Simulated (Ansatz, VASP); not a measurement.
## Co3Sn2 in VASP and in Ansatz

```xyz
5
Lattice="4.2230 0.0000 0.0000 -2.1115 3.6572 0.0000 0.0000 0.0000 5.0669" Properties=species:S:1:pos:R:3 pbc="T T T"
Co    0.0000    0.0000    3.7817
Co    0.0000    0.0000    1.2852
Co    2.1115    1.2191    0.0000
Sn    2.1115    1.2191    2.5334
Sn    0.0000    2.4381    0.0000
```

Alike in both runs: task relaxation of cell and atoms; functional PBEsol; k mesh 6 × 6 × 6; occupations gaussian, width 0.1 eV; collinear spin.

```csv
,VASP,Ansatz
version,VASP 6.6.1,Ansatz 0.2.0
potentials or method,"VASP PAW PBE potentials, release 64 (Co, Sn_d), cutoff 600 eV","scalar-relativistic, plane waves, PAW"
valence electrons in the cell,55,79
```

Ansatz gave:

```
gap on the k mesh at the Fermi level, each at its own relaxed structure (eV) : none
net moment per atom (μB)                                                     : 0.50
size of the moment on the site where the two differ most (μB)                : 1.07
relaxed volume (Å³/atom)                                                     : 15.01
relaxed length of the cell vector where the two differ most in proportion (Å)              : 4.166
```

**Question.** Estimate VASP's values.

**Answer.** gap on the k mesh at the Fermi level, each at its own relaxed structure (eV): none; net moment per atom (μB): 0.47; size of the moment on the site where the two differ most (μB): 1.02; relaxed volume (Å³/atom): 14.98; relaxed length of the cell vector where the two differ most in proportion (Å): 4.162.

VASP's potentials were made for PBE, not for PBEsol. Site moments also hang on the region over which each program counts them. A gap of «none» marks a metal or a gap that the smearing closes. VASP's potentials hold 55 valence electrons a cell and Ansatz's 79, so a difference there can come from the potentials and not from the codes.
